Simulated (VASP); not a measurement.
# H3C18N in VASP: notebook

H3C18N is run at these levels: PBE+D3(BJ); tasks: single point.

Everything below comes from runs of VASP 6.6.1. Logs are shortened: lines on timing, memory, paths and dates and some standing lists are left out, and cuts for length are marked.

## (1) The cell of the first run

The cell holds a slab with vacuum, 22 atoms: a = 7.398 Å, b = 7.398 Å, c = 12.000 Å, α = 90.00°, β = 90.00°, γ = 120.00°.

## (2) Single point, PBE+D3(BJ)

Input file INCAR:

```
SYSTEM = H3C18N
PREC = Accurate
ENCUT = 520
EDIFF = 1E-6
ISMEAR = 0
SIGMA = 0.05
LREAL = Auto
LASPH = .True.
NELM = 80
ALGO = Normal
ISIF = 2
LWAVE = .False.
LCHARG = .False.
GGA = PE
IVDW = 12
NBANDS = 57
```

Input file KPOINTS:

```
Automatic mesh
0
Gamma
  2 2 1
  0 0 0
```

Input file POSCAR:

```
H3C18N
1.0
    7.3980000000      0.0000000000      0.0000000000
   -3.6990000000      6.4068560000      0.0000000000
    0.0000000000      0.0000000000     12.0000000000
C N H
18 1 3
Direct
    0.0043221091     -0.0032316943      0.0598931667
    0.2279893541      0.1086042827      0.0597123333
    0.0044469529      0.3322020973      0.0598063333
    0.2279385329      0.4439703343      0.0598857500
    0.0064291612      0.6654763272      0.0596975833
    0.2259473470      0.7751728773      0.0595373333
    0.3377593271     -0.0012218161      0.0592044167
    0.5612547521      0.1105543811      0.0587875000
    0.3397535838      0.3321576137      0.0597884167
    0.5593011442      0.4419264301      0.0595526667
    0.3377032448      0.6634870520      0.0596549167
    0.5612877005      0.7752615323      0.0595860833
    0.6730184996     -0.0012876831      0.0593015833
    0.8925811740      0.1085251487      0.0597403333
    0.6710227030      0.3301416483      0.0591315833
    0.8946712529      0.4419921409      0.0595820000
    0.6710890265      0.6655432868      0.0597090000
    0.8945727802      0.7772501832      0.0597690833
    0.5274322107      0.0991409827      0.3408922500
    0.5517325790      0.1886327709      0.4102275833
    0.6672977091      0.1639649775      0.3000960833
    0.4304042038      0.1239008649      0.2906101667
```

Potentials or basis: VASP PAW PBE potentials, release 64 (C, N, H).

Launch:

```
> cat potpaw_PBE.64/C/POTCAR potpaw_PBE.64/N/POTCAR potpaw_PBE.64/H/POTCAR > POTCAR
> mpirun -np 1 vasp_std > vasp.out
```

OUTCAR:

```text
SYSTEM = H3C18N
   PREC = Accurate
   ENCUT = 520
   EDIFF = 1E-6
   ISMEAR = 0
   LREAL = Auto
   LASPH = .True.
   NELM = 80
   ISIF = 2
   GGA = PE
   IVDW = 12
 IVDW          = 12

 ion  position               nearest neighbor table
   1  0.004  0.997  0.060-  18 1.41  14 1.43   2 1.43
   2  0.228  0.109  0.060-   7 1.41   9 1.43   1 1.43
   3  0.004  0.332  0.060-  16 1.41   4 1.43  14 1.43
   4  0.228  0.444  0.060-  11 1.41   3 1.43   9 1.43
   5  0.006  0.665  0.060-   6 1.41  16 1.43  18 1.43
   6  0.226  0.775  0.060-   5 1.41  11 1.43   7 1.43
[... 11 lines left out ...]
  18  0.895  0.777  0.060-   1 1.41  17 1.43   5 1.43
  19  0.527  0.099  0.341-  20 1.02  21 1.02  22 1.02
  20  0.552  0.189  0.410-  19 1.02
  21  0.667  0.164  0.300-  19 1.02
  22  0.430  0.124  0.291-  19 1.02

  LATTYP: Found a hexagonal cell.
 ALAT       =     7.3980000000
 C/A-ratio  =     1.6220600162

  Lattice vectors:

 A1 = (   7.3980000000,   0.0000000000,   0.0000000000)
 A2 = (  -3.6990000000,   6.4068560000,   0.0000000000)
 A3 = (   0.0000000000,   0.0000000000,  12.0000000000)

Analysis of symmetry for initial positions (statically):
=====================================================================
 Subroutine PRICEL returns:
 Original cell was already a primitive cell.

 Routine SETGRP: Setting up the symmetry group for a
 hexagonal supercell.

 Subroutine GETGRP returns: Found  1 space group operations
 (whereof  1 operations were pure point group operations)
 out of a pool of 24 trial point group operations.

The static configuration has the point symmetry C_1 .

Analysis of symmetry for dynamics (positions and initial velocities):
=====================================================================
 Subroutine PRICEL returns:
 Original cell was already a primitive cell.

 Routine SETGRP: Setting up the symmetry group for a
 hexagonal supercell.

 Subroutine GETGRP returns: Found  1 space group operations
 (whereof  1 operations were pure point group operations)
 out of a pool of 24 trial point group operations.

The dynamic configuration has the point symmetry C_1 .

 Subroutine INISYM returns: Found  1 space group operations
 (whereof  1 operations are pure point group operations),
 and found     1 'primitive' translations

----------------------------------------------------------------------------------------

                                     Primitive cell

  volume of cell :     568.7750

  direct lattice vectors                    reciprocal lattice vectors
     7.398000000  0.000000000  0.000000000     0.135171668  0.078041398  0.000000000
    -3.699000000  6.406856000  0.000000000     0.000000000  0.156082796  0.000000000
     0.000000000  0.000000000 12.000000000     0.000000000  0.000000000  0.083333333

  length of vectors
     7.398000000  7.398000054 12.000000000     0.156082797  0.156082796  0.083333333

  position of ions in fractional coordinates (direct lattice)
     0.004322109  0.996768306  0.059893167
     0.227989354  0.108604283  0.059712333
     0.004446953  0.332202097  0.059806333
     0.227938533  0.443970334  0.059885750
     0.006429161  0.665476327  0.059697583
     0.225947347  0.775172877  0.059537333
[... 14 lines left out ...]
     0.667297709  0.163964978  0.300096083
     0.430404204  0.123900865  0.290610167

  ion indices of the primitive-cell ions
   primitive index   ion index
                 1           1
                 2           2
                 3           3
                 4           4
                 5           5
                 6           6
[... 14 lines left out ...]
                21          21
                22          22

----------------------------------------------------------------------------------------

 KPOINTS: Automatic mesh

Automatic generation of k-mesh.
 Grid dimensions read from file:
 generate k-points for:    2    2    1

 Generating k-lattice:

  Cartesian coordinates                     Fractional coordinates (reciprocal lattice)
     0.067585834  0.039020699  0.000000000     0.500000000  0.000000000  0.000000000
     0.000000000  0.078041398  0.000000000     0.000000000  0.500000000  0.000000000
     0.000000000  0.000000000  0.083333333     0.000000000  0.000000000  1.000000000

  Length of vectors
     0.078041399  0.078041398  0.083333333

  Shift w.r.t. Gamma in fractional coordinates (k-lattice)
     0.000000000  0.000000000  0.000000000

 Subroutine IBZKPT returns following result:
 ===========================================

 Found      4 irreducible k-points:

 Following reciprocal coordinates:
            Coordinates               Weight
  0.000000  0.000000  0.000000      1.000000
  0.500000  0.000000  0.000000      1.000000
  0.000000  0.500000  0.000000      1.000000
  0.500000  0.500000  0.000000      1.000000
   k-points           NKPTS =      4   k-points in BZ     NKDIM =      4   number of bands    NBANDS=     57
   number of dos      NEDOS =    301   number of ions     NIONS =     22
   total plane-waves  NPLWV = 282240
   dimension x,y,z NGX =    56 NGY =   56 NGZ =   90
   dimension x,y,z NGXF=   112 NGYF=  112 NGZF=  180
   ions per type =              18   1   3
   NGX,Y,Z   is equivalent  to a cutoff of  12.58, 12.58, 12.47 a.u.
   NGXF,Y,Z  is equivalent  to a cutoff of  25.17, 25.17, 24.94 a.u.
 SYSTEM =  H3C18N
   PREC   = accura    normal or accurate (medium, high low for compatibility)
   ISTART =      0    job   : 0-new  1-cont  2-samecut
   ICHARG =      2    charge: 1-file 2-atom 10-const
   ISPIN  =      1    spin polarized calculation?
   LNONCOLLINEAR =      F non collinear calculations
   LSORBIT =      F    spin-orbit coupling
   LASPH  =      T    aspherical Exc in radial PAW
   ENCUT  =  520.0 eV  38.22 Ry    6.18 a.u.  13.76 13.76 22.31*2*pi/ulx,y,z
   NELM   =     80;   NELMIN=  2; NELMDL= -5     # of ELM steps
   EDIFF  = 0.1E-05   stopping-criterion for ELM
   LREAL  =      T    real-space projection
   EDIFFG = 0.1E-04   stopping-criterion for IOM
   NSW    =      0    number of steps for IOM
   IBRION =     -1    ionic relax: 0-MD 1-quasi-New 2-CG
   NFREE  =      0    steps in history (QN), initial steepest desc. (CG)
   ISIF   =      2    stress and relaxation
   ISYM   =      2    0-nonsym 1-usesym 2-fastsym
   POTIM  = 0.5000    time-step for ionic-motion
   TEBEG  =    0.0;   TEEND  =   0.0 temperature during run
   PSTRESS=    0.0 pullay stress
   NELECT =      80.0000    total number of electrons
   NUPDOWN=      -1.0000    fix difference up-down
   EMIN   =  10.00;   EMAX   =-10.00  energy-range for DOS
   EFERMI =   0.00;   METHOD = LEGACY
   ISMEAR =     0;   SIGMA  =   0.05  broadening in eV -4-tet -1-fermi 0-gaus
   EFERMI_NEDOS =   21; number of points for ismear=-14 and -15
   IALGO  =     38    algorithm
   IMIX   =      4    mixing-type and parameters
     AMIX     =   0.40;   BMIX     =  1.00
     AMIX_MAG =   1.60;   BMIX_MAG =  1.00
  volume/ion in A,a.u.               =      25.85       174.47
  Fermi-wavevector in a.u.,A,eV,Ry     =   0.851382  1.608879  9.862209  0.724852
  Thomas-Fermi vector in A             =   1.967507
   LORBIT       =      0    0 simple, 1 ext, 2 COOP (PROOUT), +10 PAW based schemes
   GGA     = PE    functional components
   LHFCALC =     F    Hartree Fock is set to
   AEXX    =    0.0000 exact exchange contribution
   IVDW    =    12    specifies the selected vdW correction
   LEPSILON=     F    determine dielectric tensor
   LRPA    =     F    only Hartree local field effects (RPA)
 non-spin polarized calculation
 Gauss-broadening in eV      SIGMA  =   0.05
  energy-cutoff  :      520.00
  volume of cell :      568.78
 maximum number of plane-waves:     15363
 NGX is ok and might be reduce to    56
   NGX = 27   NGY = 27   NGZ = 45

 number of electron      80.0000001 magnetization

 Free energy of the ion-electron system (eV)
  ---------------------------------------------------
  ext. energy  EPLUGINS =         0.00000000
  ---------------------------------------------------
  free energy    TOTEN  =      -185.16797311 eV

  energy without entropy =     -185.16775397  energy(sigma->0) =     -185.16786354

 E-fermi :  -1.6358     XC(G=0):  -4.1991

 val. band max:       -1.7438367181   @ k =   0.0000   0.0000   0.0000
 cond. band min:      -1.5269770794   @ k =   0.0000   0.0000   0.0000
 fundamental gap:      0.2168596387
 Fermi energy:        -1.6357982816

 k-point     1 :       0.0000    0.0000    0.0000
  band No.  band energies     occupation
      1     -21.1593      2.00000
      2     -18.6318      2.00000
      3     -18.6212      2.00000
      4     -18.6132      2.00000
      5     -18.6086      2.00000
      6     -18.4942      2.00000
[... 44 lines left out ...]
     51       3.3303      0.00000
     52       4.5742      0.00000

 k-point     2 :       0.5000    0.0000    0.0000
  band No.  band energies     occupation
      1     -20.5065      2.00000
      2     -20.5042      2.00000
      3     -19.2564      2.00000
      4     -19.1693      2.00000
      5     -18.3994      2.00000
      6     -16.7656      2.00000
[... 44 lines left out ...]
     51       4.0049      0.00000
     52       4.0771      0.00000

 k-point     3 :       0.0000    0.5000    0.0000
  band No.  band energies     occupation
      1     -20.5133      2.00000
      2     -20.4974      2.00000
      3     -19.2548      2.00000
      4     -19.1710      2.00000
      5     -18.3994      2.00000
      6     -16.7666      2.00000
[... 44 lines left out ...]
     51       4.0443      0.00000
     52       4.1650      0.00000

 k-point     4 :       0.5000    0.5000    0.0000
  band No.  band energies     occupation
      1     -20.5091      2.00000
      2     -20.5016      2.00000
      3     -19.2552      2.00000
      4     -19.1705      2.00000
      5     -18.3994      2.00000
      6     -16.7653      2.00000
[... 44 lines left out ...]
     51       4.0202      0.00000
     52       4.1628      0.00000
 [bands above 52 left out]

------------------------ aborting loop because EDIFF is reached ----------------------------------------

 Edisp (eV)   -1.75674

 E8    (eV) :    -0.5331

  FORCE on cell =-STRESS in cart. coord.  units (eV):
  Direction    XX          YY          ZZ          XY          YZ          ZX
  --------------------------------------------------------------------------------------
  -------------------------------------------------------------------------------------
  Total       1.08975     1.04969    -0.18983     0.01214     0.00632     0.01281
  in kB       3.06970     2.95685    -0.53473     0.03420     0.01779     0.03607
  external pressure =        1.83 kB  Pullay stress =        0.00 kB

 VOLUME and BASIS-vectors are now :
 -----------------------------------------------------------------------------
  energy-cutoff  :      520.00
  volume of cell :      568.78
      direct lattice vectors                 reciprocal lattice vectors
     7.398000000  0.000000000  0.000000000     0.135171668  0.078041398  0.000000000
    -3.699000000  6.406856000  0.000000000     0.000000000  0.156082796  0.000000000
     0.000000000  0.000000000 12.000000000     0.000000000  0.000000000  0.083333333

 POSITION                                       TOTAL-FORCE (eV/Angst)
 -----------------------------------------------------------------------------------
     -3.65507      6.38615      0.71872         0.001282      0.004759     -0.002794
      1.28494      0.69581      0.71655         0.001233      0.002708      0.001616
     -1.19592      2.12837      0.71768         0.002113     -0.005197     -0.000259
      0.04404      2.84445      0.71863         0.005956     -0.000306      0.001613
     -2.41403      4.26361      0.71637        -0.009370     -0.003157      0.001681
     -1.19581      4.96642      0.71445         0.003653      0.003850      0.000009
[... 14 lines left out ...]
      4.33016      1.05050      3.60115         0.014474     -0.011301      0.002318
      2.72582      0.79381      3.48732        -0.009742     -0.019895     -0.000411
 -----------------------------------------------------------------------------------
    total drift:                               -0.015562      0.000361      0.043114

  FREE ENERGIE OF THE ION-ELECTRON SYSTEM (eV)
  ---------------------------------------------------
  free  energy   TOTEN  =      -186.9247129571 eV

  energy  without entropy=     -186.9244938158  energy(sigma->0) =     -186.92460339
```

Wall time 8.5 min (1 thread of Intel Xeon 8259CL, shared host); peak memory 0.6 GiB.

What came out:

```yaml
Free_energy: -186.9247 eV
Largest_force: 0.061 eV/Å
Band_gap_on_the_k_mesh: 0.22 eV
Dispersion_energy_per_atom: -0.080 eV
```

Forces on the atoms (eV/Å):
```
C    0.001  0.005 -0.003
C    0.001  0.003  0.002
C    0.002 -0.005  0.000
C    0.006  0.000  0.002
C   -0.009 -0.003  0.002
C    0.004  0.004  0.000
C    0.003 -0.005 -0.003
C   -0.003 -0.007  0.000
C   -0.001 -0.001  0.000
C    0.005  0.007  0.002
C    0.007  0.001  0.002
C    0.000  0.002  0.000
C    0.002 -0.006  0.000
C    0.002  0.008 -0.002
C   -0.008  0.004  0.001
C   -0.009  0.005  0.001
C    0.004 -0.005  0.002
C   -0.007 -0.007 -0.001
N   -0.012  0.054 -0.024
H    0.008 -0.021  0.016
H    0.014 -0.011  0.002
H   -0.010 -0.020  0.000
```

Caveat: the k points lie up to 0.49 Å⁻¹ apart; there is no dipole correction, which matters where the two faces differ.

(Part 1 of 2 ends here.)
